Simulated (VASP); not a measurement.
The system is Ni.

```
Ni
1.0
     0.00000    1.78100    1.78100
     1.78100    0.00000    1.78100
     1.78100    1.78100    0.00000
Ni
1
Direct
  0.00000 0.00000 0.00000
```

Base run:

```yaml
Program: VASP 6.6.1
Functional: LDA
Potentials_or_basis: VASP PAW LDA potentials, release 64 (Ni_sv_GW)
Cutoff: 590 eV
k_mesh: 15 × 15 × 15
Occupations: gaussian, width 0.05 eV
Spin: collinear spin, ferromagnetic start
Starting_moments: "[1.46] μB"
Fixed_moment: 1.46 μB
Hubbard_terms: Ni d U = 4.2 eV
```

Its results: pressure -13.3 GPa; site moments Ni +1.42 μB.

Problem. The run is repeated on the same cell with these changes: fixed moment from 1.46 μB to 1.7 μB; moments at the start from [1.46] to [1.7]. What comes out?

Solution. Pressure -6.9 GPa; site moments Ni +1.60 μB.

Caveats: the total moment is fixed, so each spin has its own Fermi level; the U is typed as a test and isn't derived for this compound.
